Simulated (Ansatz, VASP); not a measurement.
## Two plane-wave programs on BAs

File INCAR:

```
PREC = Accurate ; ENCUT = 520
EDIFF = 1E-6 ; ISMEAR = -1
SIGMA = 0.02 ; LREAL = F
LASPH = T ; NELM = 80
ALGO = Normal ; ISIF = 2
LWAVE = F ; LCHARG = F
GGA = PE ; NBANDS = 11
```

The input KPOINTS:

```
Automatic mesh
0
Gamma
  10 10 10
```

POSCAR

```
BAs
1.0
    0.0000000000      2.3526409750      2.3526409750
    2.3526409750      0.0000000000      2.3526409750
    2.3526409750      2.3526409750      0.0000000000
B As
1 1
Direct
    0.0000000000      0.0000000000      0.0000000000
    0.2500000000      0.2500000000      0.2500000000
```

Input for Ansatz:

```yaml
crystal:
  lattice:
    - [0.0, 2.352640975, 2.352640975]
    - [2.352640975, 0.0, 2.352640975]
    - [2.352640975, 2.352640975, 0.0]
  atoms:
    - { symbol: B, position: [0.0, 0.0, 0.0] }
    - { symbol: As, position: [0.25, 0.25, 0.25] }
kpoints:
  mp_grid: { grid: [10, 10, 10] }
  band_path:
    path:
      - [0.0, 0.0, 0.0]
      - [-0.5, -0.5, 0.0]
      - [-0.375, -0.375, 0.25]
      - [-0.375, 0.0, 0.375]
      - [0.0, 0.0, 0.5]
      - [-0.5, -0.25, 0.25]
      - [0.0, 0.4, 0.4]
    npoints: 1
hamiltonian:
  xc: pbe
scf:
  occupations: { method: fermi_dirac, width: 0.02 }
  n_extra_bands: 4
output:
  forces: true
  stress: true
  eigenvalues: true
```

Change from the starting cell: hydrostatic strain -1.6%.

Alike in both runs: task single point; functional PBE; k mesh 10 × 10 × 10; occupations fermi-dirac, width 0.02 eV; no spin polarisation.

```csv
,VASP,Ansatz
version,VASP 6.6.1,Ansatz 0.2.0
potentials or method,"VASP PAW PBE potentials, release 64 (B, As)","plane waves, PAW"
plane-wave cutoff (eV),520,420
valence electrons in the cell,8,18
```

|  | VASP | Ansatz | Ansatz less VASP |
| --- | --- | --- | --- |
| gap on the k mesh at the Fermi level (eV) | 1.13 | 1.14 | +0.010 |
| pressure (GPa) | 10.7 | 9.9 | -0.82 |

VASP's potentials hold 8 valence electrons a cell and Ansatz's 18, so a difference there can come from the potentials and not from the codes.
